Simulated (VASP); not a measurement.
# I (Im-3m) in VASP: notebook, part 2 of 2

VASP 6.6.1. The steps go on from the part before.

## Step 3: Relaxation of cell and atoms, PBE, target pressure 20 GPa, at which the enthalpy is minimised

The input, INCAR:

```
ALGO = Normal
EDIFF = 1E-6
EDIFFG = -0.03
ENCUT = 600
GGA = PE
IBRION = 2
ISIF = 3
ISMEAR = -1
LASPH = True
LCHARG = False
LREAL = False
LWAVE = False
NELM = 60
NSW = 80
PREC = Accurate
PSTRESS = 200.0
SIGMA = 0.02
```

The input, KPOINTS:

```
k-points
0
Gamma
  9 9 9
```

The input, POSCAR:

```
I
1.0
    2.0150000000      2.0150000000      2.0150000000
   -2.0150000000      2.0150000000      2.0150000000
   -2.0150000000     -2.0150000000      2.0150000000
I
1
Direct
    0.0000000000      0.0000000000      0.0000000000
```

Potentials or basis: VASP PAW PBE potentials, release 64 (I).

Launch:

```sh
cat potpaw_PBE.64/I/POTCAR > POTCAR
mpirun -np 1 vasp_std > vasp.out
```

OUTCAR:

```text
EDIFF = 1E-6
   EDIFFG = -0.03
   ENCUT = 600
   GGA = PE
   IBRION = 2
   ISIF = 3
   ISMEAR = -1
   LASPH = True
   LREAL = False
   NELM = 60
   NSW = 80
   PREC = Accurate
   PSTRESS = 200.0

 ion  position               nearest neighbor table
   1  0.000  0.000  0.000-

  LATTYP: Found a body centered cubic cell.
 ALAT       =     4.0300000000

  Lattice vectors:

 A1 = (   2.0150000000,  -2.0150000000,  -2.0150000000)
 A2 = (   2.0150000000,   2.0150000000,   2.0150000000)
 A3 = (  -2.0150000000,  -2.0150000000,   2.0150000000)

Analysis of symmetry for initial positions (statically):
=====================================================================
 Subroutine PRICEL returns:
 Original cell was already a primitive cell.

 Routine SETGRP: Setting up the symmetry group for a
 body centered cubic supercell.

 Subroutine GETGRP returns: Found 48 space group operations
 (whereof 48 operations were pure point group operations)
 out of a pool of 48 trial point group operations.

The static configuration has the point symmetry O_h .

Analysis of symmetry for dynamics (positions and initial velocities):
=====================================================================
 Subroutine PRICEL returns:
 Original cell was already a primitive cell.

 Routine SETGRP: Setting up the symmetry group for a
 body centered cubic supercell.

 Subroutine GETGRP returns: Found 48 space group operations
 (whereof 48 operations were pure point group operations)
 out of a pool of 48 trial point group operations.

The dynamic configuration has the point symmetry O_h .

 Subroutine INISYM returns: Found 48 space group operations
 (whereof 48 operations are pure point group operations),
 and found     1 'primitive' translations

----------------------------------------------------------------------------------------

[... 75 lines left out ...]
   dimension x,y,z NGX =    28 NGY =   28 NGZ =   28
   dimension x,y,z NGXF=    56 NGYF=   56 NGZF=   56
   ions per type =               1
   NGX,Y,Z   is equivalent  to a cutoff of  13.34, 13.34, 13.34 a.u.
   NGXF,Y,Z  is equivalent  to a cutoff of  26.67, 26.67, 26.67 a.u.
 SYSTEM =  unknown system
   PREC   = accura    normal or accurate (medium, high low for compatibility)
   ISTART =      0    job   : 0-new  1-cont  2-samecut
   ICHARG =      2    charge: 1-file 2-atom 10-const
   ISPIN  =      1    spin polarized calculation?
   LNONCOLLINEAR =      F non collinear calculations
   LSORBIT =      F    spin-orbit coupling
   LASPH  =      T    aspherical Exc in radial PAW
   ENCUT  =  600.0 eV  44.10 Ry    6.64 a.u.   6.97  6.97  6.97*2*pi/ulx,y,z
   NELM   =     60;   NELMIN=  2; NELMDL= -5     # of ELM steps
   EDIFF  = 0.1E-05   stopping-criterion for ELM
   LREAL  =      F    real-space projection
   EDIFFG = -.3E-01   stopping-criterion for IOM
   NSW    =     80    number of steps for IOM
   IBRION =      2    ionic relax: 0-MD 1-quasi-New 2-CG
   NFREE  =      1    steps in history (QN), initial steepest desc. (CG)
   ISIF   =      3    stress and relaxation
   ISYM   =      2    0-nonsym 1-usesym 2-fastsym
   POTIM  = 0.5000    time-step for ionic-motion
   TEBEG  =    0.0;   TEEND  =   0.0 temperature during run
   PSTRESS=  200.0 pullay stress
   NELECT =       7.0000    total number of electrons
   NUPDOWN=      -1.0000    fix difference up-down
   EMIN   =  10.00;   EMAX   =-10.00  energy-range for DOS
   EFERMI =   0.00;   METHOD = LEGACY
   ISMEAR =    -1;   SIGMA  =   0.02  broadening in eV -4-tet -1-fermi 0-gaus
   EFERMI_NEDOS =   21; number of points for ismear=-14 and -15
   IALGO  =     38    algorithm
   IMIX   =      4    mixing-type and parameters
     AMIX     =   0.40;   BMIX     =  1.00
     AMIX_MAG =   1.60;   BMIX_MAG =  1.00
  volume/ion in A,a.u.               =      32.73       220.84
  Fermi-wavevector in a.u.,A,eV,Ry     =   0.979067  1.850169 13.042169  0.958572
  Thomas-Fermi vector in A             =   2.109892
   LORBIT       =      0    0 simple, 1 ext, 2 COOP (PROOUT), +10 PAW based schemes
   GGA     = PE    functional components
   LHFCALC =     F    Hartree Fock is set to
   AEXX    =    0.0000 exact exchange contribution
   IVDW    =     0    specifies the selected vdW correction
   LEPSILON=     F    determine dielectric tensor
   LRPA    =     F    only Hartree local field effects (RPA)
 conjugate gradient relaxation of ions
 non-spin polarized calculation
  energy-cutoff  :      600.00
  volume of cell :       32.73
 maximum number of plane-waves:      1112
   NGX = 13   NGY = 13   NGZ = 13

--------------------------------------- Ionic step        1  -------------------------------------------

 number of electron       6.9999999 magnetization

 Free energy of the ion-electron system (eV)
  ---------------------------------------------------
  ext. energy  EPLUGINS =         0.00000000
  ---------------------------------------------------
  free energy    TOTEN  =        -1.01249346 eV

  energy without entropy =       -1.00888372  energy(sigma->0) =       -1.01068859

 E-fermi :   5.4799     XC(G=0):  -9.4166

 val. band max:        5.4614603279   @ k =  -0.4444   0.2222   0.0000
 cond. band min:       5.4803039821   @ k =   0.4444   0.1111   0.1111
 fundamental gap:      0.0188436542
 Fermi energy:         5.4798867441
[... 636 lines left out ...]
--------------------------------------- Ionic step        5  -------------------------------------------

 number of electron       6.9999999 magnetization

 Free energy of the ion-electron system (eV)
  ---------------------------------------------------
  ext. energy  EPLUGINS =         0.00000000
  ---------------------------------------------------
  free energy    TOTEN  =        -0.57504015 eV

  energy without entropy =       -0.57386766  energy(sigma->0) =       -0.57445391

 E-fermi :   9.3138     XC(G=0): -10.6012

 val. band max:        9.2678110794   @ k =   0.3333   0.2222   0.1111
 cond. band min:       9.3639339873   @ k =  -0.4444   0.3333   0.1111
 fundamental gap:      0.0961229079
 Fermi energy:         9.3138011861
[... 272 lines left out ...]
  energy  without entropy=       -0.5738676640  energy(sigma->0) =       -0.57445391

  enthalpy is  TOTEN    =         2.6077140842 eV   P V=        3.1827542386

 reached required accuracy - stopping structural energy minimisation
```

CONTCAR:

```text
I
   1.00000000000000
     1.8541344940292488    1.8541344940292488    1.8541344940292488
    -1.8541344940292488    1.8541344940292488    1.8541344940292488
    -1.8541344940292488   -1.8541344940292488    1.8541344940292488
  I
     1
Direct
     0.0000000000000000    0.0000000000000000    0.0000000000000000

  0.00000000E+00  0.00000000E+00  0.00000000E+00
```

Run time: 47 s. Hardware: 1 thread of AMD EPYC 7R43 (Zen 3), shared host; peak memory 0.13 GiB.

What came out:

| Quantity | Value |
| --- | --- |
| Free energy | -0.5750 eV |
| Relaxed volume | 25.50 Å³/atom |
| Relaxed cell | a = 3.211 Å, b = 3.211 Å, c = 3.211 Å, α = 70.53°, β = 109.47°, γ = 70.53° |
| Space group after relaxing (to 0.1 Å) | Im-3m (No. 229) |
| Energy change on relaxing (the run minimises the enthalpy) | +437.5 meV/atom |
| Ionic steps | 5 |
| Pressure after relaxing | 20.1 GPa |
| Band gap on the k mesh | zero (an odd number of electrons rules out a gap without spin polarisation) |

The path:
```csv
step,energy change (eV),largest force (eV/Å),pressure (GPa),volume (Å³)
1,0.0000,0.0000,2.97,32.73
2,2.2084,0.0000,77.51,18.86
3,0.3776,0.0000,17.96,26.00
4,0.4205,0.0000,19.43,25.63
5,0.4375,0.0000,20.11,25.50
```

Final structure:
```
I
1.0
     1.85413    1.85413    1.85413
    -1.85413    1.85413    1.85413
    -1.85413   -1.85413    1.85413
I
1
Cartesian
  0.0000 0.0000 0.0000
```

Levels at points of the mesh, in eV from the Fermi level:
```csv
k point,band 1,band 2,band 3,band 4,band 5,band 6,band 7
"(0.00, 0.00, 0.00)",-16.13,1.70,1.70,1.70,9.56,9.77,9.77
```

Caveat: the cell is relaxed towards a set pressure, so the run minimises the enthalpy, not the energy; the volume moved by over 15 % at a fixed basis, so the end points are rough; spin-orbit coupling is left out, which moves the levels of the heavy elements; an odd number of electrons without spin polarisation forces a metal; a magnetic or distorted state may lie lower.
